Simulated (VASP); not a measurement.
# PbS in VASP: a series of runs, part 2 of 3

VASP 6.6.1. Earlier steps stand in the parts before.

### Step 3. Single point, PBEsol (zz strain of -1 %)

The input, INCAR:

```
PREC = Accurate
ENCUT = 520
EDIFF = 1E-7
ISMEAR = -1
SIGMA = 0.01
LREAL = F
LASPH = T
NELM = 100
ALGO = Normal
ISIF = 2
LWAVE = F
LCHARG = F
GGA = PS
NBANDS = 28
```

The input, KPOINTS:

```
Automatic mesh
0
Gamma
  7 7 3
```

The input, POSCAR:

```
PbS
1.0
    2.9405000000     -2.9000000000      0.0000000000
    2.9405000000      2.9000000000      0.0000000000
   -1.0800500000      0.0000000000     11.5921971000
Pb S
2 2
Direct
    0.7756000000      0.7756000000      0.6363800000
    0.2244000000      0.2244000000      0.3636200000
    0.2684000000      0.2684000000      0.5986000000
    0.7316000000      0.7316000000      0.4014000000
```

Potentials or basis: VASP PAW PBE potentials, release 64 (Pb_d, S).

Run with:

```console
$ cat potpaw_PBE.64/Pb_d/POTCAR potpaw_PBE.64/S/POTCAR > POTCAR
$ mpirun -np 1 vasp_std > vasp.out
```

OUTCAR:

```text
PREC = Accurate
   ENCUT = 520
   EDIFF = 1E-7
   ISMEAR = -1
   LREAL = F
   LASPH = T
   NELM = 100
   ISIF = 2
   GGA = PS

 ion  position               nearest neighbor table
   1  0.776  0.776  0.636-   4 2.72   3 2.93   3 2.93   3 2.97   3 2.97
   2  0.224  0.224  0.364-   3 2.72   4 2.93   4 2.93   4 2.97   4 2.97
   3  0.268  0.268  0.599-   2 2.72   1 2.93   1 2.93   1 2.97   1 2.97
   4  0.732  0.732  0.401-   1 2.72   2 2.93   2 2.93   2 2.97   2 2.97

  LATTYP: Found a base centered monoclinic cell.
 ALAT       =     5.8810000000
 B/A-ratio  =     0.9862268322
 C/A-ratio  =     1.9796637888
 COS(beta)  =    -0.0927686513

  Lattice vectors:

 A1 = (   2.9405000000,  -2.9000000000,   0.0000000000)
 A2 = (   2.9405000000,   2.9000000000,   0.0000000000)
 A3 = (  -1.0800500000,   0.0000000000,  11.5921971000)

Analysis of symmetry for initial positions (statically):
=====================================================================
 Subroutine PRICEL returns:
 Original cell was already a primitive cell.

 Routine SETGRP: Setting up the symmetry group for a
 base centered monoclinic supercell.

 Subroutine GETGRP returns: Found  4 space group operations
 (whereof  4 operations were pure point group operations)
 out of a pool of  4 trial point group operations.

The static configuration has the point symmetry C_2h.

Analysis of symmetry for dynamics (positions and initial velocities):
=====================================================================
 Subroutine PRICEL returns:
 Original cell was already a primitive cell.

 Routine SETGRP: Setting up the symmetry group for a
 base centered monoclinic supercell.

 Subroutine GETGRP returns: Found  4 space group operations
 (whereof  4 operations were pure point group operations)
 out of a pool of  4 trial point group operations.

The dynamic configuration has the point symmetry C_2h.

 Subroutine INISYM returns: Found  4 space group operations
 (whereof  4 operations are pure point group operations),
 and found     1 'primitive' translations

----------------------------------------------------------------------------------------

                                     Primitive cell

  volume of cell :     197.7038

  direct lattice vectors                    reciprocal lattice vectors
     2.940500000 -2.900000000  0.000000000     0.170039109 -0.172413793  0.015842617
     2.940500000  2.900000000  0.000000000     0.170039109  0.172413793  0.015842617
    -1.080050000  0.000000000 11.592197100     0.000000000  0.000000000  0.086264924

  length of vectors
     4.129956447  4.129956447 11.642402742     0.242674274  0.242674274  0.086264924

  position of ions in fractional coordinates (direct lattice)
     0.775600000  0.775600000  0.636380000
     0.224400000  0.224400000  0.363620000
     0.268400000  0.268400000  0.598600000
     0.731600000  0.731600000  0.401400000

  ion indices of the primitive-cell ions
   primitive index   ion index
                 1           1
                 2           2
                 3           3
                 4           4

----------------------------------------------------------------------------------------

 KPOINTS: Automatic mesh

Automatic generation of k-mesh.
 Grid dimensions read from file:
 generate k-points for:    7    7    3

 Generating k-lattice:

  Cartesian coordinates                     Fractional coordinates (reciprocal lattice)
     0.024291301 -0.024630542  0.002263231     0.142857143  0.000000000 -0.000000000
     0.024291301  0.024630542  0.002263231     0.000000000  0.142857143 -0.000000000
     0.000000000  0.000000000  0.028754975     0.000000000  0.000000000  0.333333333

  Length of vectors
     0.034667753  0.034667753  0.028754975

  Shift w.r.t. Gamma in fractional coordinates (k-lattice)
     0.000000000  0.000000000  0.000000000

 Subroutine IBZKPT returns following result:
 ===========================================

 Found     44 irreducible k-points:

 Following reciprocal coordinates:
            Coordinates               Weight
  0.000000  0.000000  0.000000      1.000000
  0.142857  0.000000  0.000000      4.000000
  0.285714 -0.000000  0.000000      4.000000
  0.428571 -0.000000  0.000000      4.000000
  0.142857  0.142857  0.000000      2.000000
  0.285714  0.142857  0.000000      4.000000
[... 16 lines left out ...]
 -0.142857 -0.000000  0.333333      4.000000
  0.142857  0.142857  0.333333      2.000000
 [... further k-points ...]
   k-points           NKPTS =     44   k-points in BZ     NKDIM =     44   number of bands    NBANDS=     28
   number of dos      NEDOS =    301   number of ions     NIONS =      4
   total plane-waves  NPLWV =  92160
   dimension x,y,z NGX =    32 NGY =   32 NGZ =   90
   dimension x,y,z NGXF=    64 NGYF=   64 NGZF=  180
   ions per type =               2   2
   NGX,Y,Z   is equivalent  to a cutoff of  12.88, 12.88, 12.85 a.u.
   NGXF,Y,Z  is equivalent  to a cutoff of  25.76, 25.76, 25.70 a.u.
 SYSTEM =  unknown system
   PREC   = accura    normal or accurate (medium, high low for compatibility)
   ISTART =      0    job   : 0-new  1-cont  2-samecut
   ICHARG =      2    charge: 1-file 2-atom 10-const
   ISPIN  =      1    spin polarized calculation?
   LNONCOLLINEAR =      F non collinear calculations
   LSORBIT =      F    spin-orbit coupling
   LASPH  =      T    aspherical Exc in radial PAW
   ENCUT  =  520.0 eV  38.22 Ry    6.18 a.u.   7.68  7.68 21.65*2*pi/ulx,y,z
   NELM   =    100;   NELMIN=  2; NELMDL= -5     # of ELM steps
   EDIFF  = 0.1E-06   stopping-criterion for ELM
   LREAL  =      F    real-space projection
   EDIFFG = 0.1E-05   stopping-criterion for IOM
   NSW    =      0    number of steps for IOM
   IBRION =     -1    ionic relax: 0-MD 1-quasi-New 2-CG
   NFREE  =      0    steps in history (QN), initial steepest desc. (CG)
   ISIF   =      2    stress and relaxation
   ISYM   =      2    0-nonsym 1-usesym 2-fastsym
   POTIM  = 0.5000    time-step for ionic-motion
   TEBEG  =    0.0;   TEEND  =   0.0 temperature during run
   PSTRESS=    0.0 pullay stress
   NELECT =      40.0000    total number of electrons
   NUPDOWN=      -1.0000    fix difference up-down
   EMIN   =  10.00;   EMAX   =-10.00  energy-range for DOS
   EFERMI =   0.00;   METHOD = LEGACY
   ISMEAR =    -1;   SIGMA  =   0.01  broadening in eV -4-tet -1-fermi 0-gaus
   EFERMI_NEDOS =   21; number of points for ismear=-14 and -15
   IALGO  =     38    algorithm
   IMIX   =      4    mixing-type and parameters
     AMIX     =   0.40;   BMIX     =  1.00
     AMIX_MAG =   1.60;   BMIX_MAG =  1.00
  volume/ion in A,a.u.               =      49.43       333.54
  Fermi-wavevector in a.u.,A,eV,Ry     =   0.961073  1.816165 12.567183  0.923662
  Thomas-Fermi vector in A             =   2.090413
   LORBIT       =      0    0 simple, 1 ext, 2 COOP (PROOUT), +10 PAW based schemes
   GGA     = PS    functional components
   LHFCALC =     F    Hartree Fock is set to
   AEXX    =    0.0000 exact exchange contribution
   IVDW    =     0    specifies the selected vdW correction
   LEPSILON=     F    determine dielectric tensor
   LRPA    =     F    only Hartree local field effects (RPA)
 non-spin polarized calculation
  energy-cutoff  :      520.00
  volume of cell :      197.70
 maximum number of plane-waves:      5344
   NGX = 15   NGY = 15   NGZ = 43

 number of electron      40.0000004 magnetization

 Free energy of the ion-electron system (eV)
  ---------------------------------------------------
  ext. energy  EPLUGINS =         0.00000000
  ---------------------------------------------------
  free energy    TOTEN  =       -18.44243350 eV

  energy without entropy =      -18.44243350  energy(sigma->0) =      -18.44243350

 E-fermi :   0.9270     XC(G=0):  -5.9934

 val. band max:        0.6619540998   @ k =   0.0000   0.0000   0.0000
 cond. band min:       1.9840809909   @ k =   0.0000   0.0000   0.3333
 fundamental gap:      1.3221268912
 Fermi energy:         0.9270080659

 k-point     1 :       0.0000    0.0000    0.0000
  band No.  band energies     occupation
      1     -15.6120      2.00000
      2     -15.5212      2.00000
      3     -15.5168      2.00000
      4     -15.5114      2.00000
      5     -15.4781      2.00000
      6     -15.4738      2.00000
[... 20 lines left out ...]
     27       6.9635      0.00000
[... 691 lines left out ...]
      6     -15.4819      2.00000
[... 20 lines left out ...]
     27       5.8177      0.00000
     28       7.2868      0.00000

 [... further k-points ...]

------------------------ aborting loop because EDIFF is reached ----------------------------------------

  FORCE on cell =-STRESS in cart. coord.  units (eV):
  Direction    XX          YY          ZZ          XY          YZ          ZX
  --------------------------------------------------------------------------------------
  -------------------------------------------------------------------------------------
  Total       -1.1061056     -0.0327322     -2.1228873      0.0000000      0.0000000     -0.0122687
  in kB       -8.9638017     -0.2652594    -17.2037286      0.0000000      0.0000000     -0.0994247
  external PRESSURE =      -8.8109299 kB  Pullay stress =       0.0000000 kB

 VOLUME and BASIS-vectors are now :
 -----------------------------------------------------------------------------
  energy-cutoff  :      520.00
  volume of cell :      197.70
      direct lattice vectors                 reciprocal lattice vectors
     2.940500000 -2.900000000  0.000000000     0.170039109 -0.172413793  0.015842617
     2.940500000  2.900000000  0.000000000     0.170039109  0.172413793  0.015842617
    -1.080050000  0.000000000 11.592197100     0.000000000  0.000000000  0.086264924

 POSITION                                       TOTAL-FORCE (eV/Angst)
 -----------------------------------------------------------------------------------
      3.87398      0.00000      7.37704        -0.001530      0.000000     -0.570112
      0.92697      0.00000      4.21515         0.001530      0.000000      0.570112
      0.93194      0.00000      6.93909        -0.003885      0.000000     -0.118154
      3.86901      0.00000      4.65311         0.003885      0.000000      0.118154
 -----------------------------------------------------------------------------------
    total drift:                                0.000000      0.000000      0.000000

  FREE ENERGIE OF THE ION-ELECTRON SYSTEM (eV)
  ---------------------------------------------------
  free  energy   TOTEN  =       -18.4424334969 eV

  energy  without entropy=      -18.4424334969  energy(sigma->0) =      -18.44243350
```

It took 5.5 min on 1 thread of Intel Xeon 8259CL, shared host; peak memory 0.41 GiB.

What came out:

| Property | Result |
| --- | --- |
| Free energy | -18.4424 eV |
| Largest force | 0.570 eV/Å |
| Band gap on the k mesh | 1.32 eV |

Forces in eV/Å, atoms in the order of the input:
```
Pb  -0.002  0.000 -0.570
Pb   0.002  0.000  0.570
S   -0.004  0.000 -0.118
S    0.004  0.000  0.118
```

Caveat: the cell differs from its parent crystal (zz strain of -1 %); the PAW data sets were made with another functional, which shifts forces and pressure a little; spin-orbit coupling is left out, which moves the levels of the heavy elements.

(Continued in part 3 of 3.)
